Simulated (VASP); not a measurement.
A run of VASP 6.6.1 is set up as follows.

Contents of INCAR:

```
PREC = Accurate
ENCUT = 500
EDIFF = 1E-6
ISMEAR = 0
SIGMA = 0.01
LREAL = False
LASPH = True
NELM = 120
ALGO = Normal
ISIF = 2
LWAVE = False
LCHARG = True
GGA = PS
LELF = True
LVHAR = True
NBANDS = 11
GGA_COMPAT = False
```

The input KPOINTS:

```
regular mesh
0
Gamma
  6 6 6
```

Contents of POSCAR:

```
AlAs
1.0
    4.0027900000      0.0000000000      0.0000000000
    2.0013950000      3.4665178260      0.0000000000
    2.0013950000      1.1555059420      3.2682643492
Al As
1 1
Direct
    0.0000000000      0.0000000000      0.0000000000
    0.2500000000      0.2500000000      0.2500000000
```

Potentials or basis: VASP PAW PBE potentials, release 64 (Al, As).

Run with:

```sh
$ cat potpaw_PBE.64/Al/POTCAR potpaw_PBE.64/As/POTCAR > POTCAR
$ mpirun -np 1 vasp_std > vasp.out
```

**Question.** Predict the band gap on the k mesh.

**Answer.** 1.31 eV, indirect (least direct gap 1.98 eV).

**Question.** Predict the pressure.

**Answer.** 0.8 GPa.

Caveat: the PAW data sets were made with another functional, which shifts forces and pressure a little. A k mesh can miss the band edges.
